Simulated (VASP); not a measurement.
A run of VASP 6.6.1:

INCAR

```
ALGO = Normal
EDIFF = 1E-7
ENCUT = 520
GGA = PE
ISIF = 2
ISMEAR = 0
LASPH = True
LCHARG = False
LREAL = False
LWAVE = False
NBANDS = 50
NELM = 100
PREC = Accurate
SIGMA = 0.1
```

Contents of KPOINTS:

```
k-points
0
Gamma
  4 4 4
```

Contents of POSCAR:

```
Sn4Se3S
1.0
   -3.0069103000      3.0069103000      6.0081416000
    3.0069103000     -3.0069103000      6.0081416000
    3.0069103000      3.0069103000     -6.0081416000
Sn Se S
4 3 1
Direct
    0.5000000000      0.0000000000      0.5000000000
    0.2567230000      0.2567230000      0.0000000000
    0.0000000000      0.5000000000      0.5000000000
    0.7432770000      0.7432770000      0.0000000000
    0.7500000000      0.2500000000      0.5000000000
    0.2500000000      0.7500000000      0.5000000000
    0.0000000000      0.0000000000      0.0000000000
    0.5000000000      0.5000000000      0.0000000000
```

Potentials or basis: VASP PAW PBE potentials, release 64 (Sn_d, Se, S).

Command:

```console
$ cat potpaw_PBE.64/Sn_d/POTCAR potpaw_PBE.64/Se/POTCAR potpaw_PBE.64/S/POTCAR > POTCAR
$ mpirun -np 1 vasp_std > vasp.out
```

Hardware: 1 thread of Intel Xeon 8259CL (shared host).

Task: How long does it take, and how much memory?

Result: Wall time 7.3 min on 1 thread of Intel Xeon 8259CL, on a shared host, peak memory 0.5 GiB. Counts: scf iterations 16, k points 13.
